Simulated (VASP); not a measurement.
Wanted: the native input for a VASP 6.6.1 run.

* Task: single point
* Functional: RPBE
* Potentials or basis: VASP PAW PBE potentials, release 64 (Cu)
* Cutoff: 520 eV
* k mesh: 11 × 11 × 11
* Occupations: fermi-dirac, width 0.1 eV
* Spin: no spin polarisation
* Dipole correction: no
* Further INCAR settings: ALGO = Normal; EDIFF = 1e-07; NBANDS = 18

The structure of Cu lies in POSCAR:

```
Cu
1.0
    0.0000000000      2.7225040729      2.7225040729
    2.7225040729      0.0000000000      2.7225040729
    2.7225040729      2.7225040729      0.0000000000
Cu
2
Direct
    0.1250000000      0.1250000000      0.1250000000
    0.8750000000      0.8750000000      0.8750000000
```

One way to write it, as run:

INCAR

```
  PREC = Accurate
  ENCUT = 520
  EDIFF = 1E-7
  ISMEAR = -1
  SIGMA = 0.1
  LREAL = False
  LASPH = True
  NELM = 80
  ALGO = Normal
  ISIF = 2
  LWAVE = False
  LCHARG = False
  GGA = RP
  NBANDS = 18
```

KPOINTS

```
regular mesh
0
Gamma
  11 11 11
```

Potentials or basis: VASP PAW PBE potentials, release 64 (Cu).

The run is started by

```bash
$ cat potpaw_PBE.64/Cu/POTCAR > POTCAR
$ mpirun -np 1 vasp_std > vasp.out
```

It gave:

* Pressure: 0.2 GPa
* Band gap on the k mesh: zero (band 11 reaches 2.90 eV, above the bottom of band 12 at 2.21 eV)

Caveat: the PAW data sets were made with another functional, which shifts forces and pressure a little.

Run time: 44 s on 1 thread of Intel Xeon 6975P-C, with other jobs on the host, peak memory 0.18 GiB.
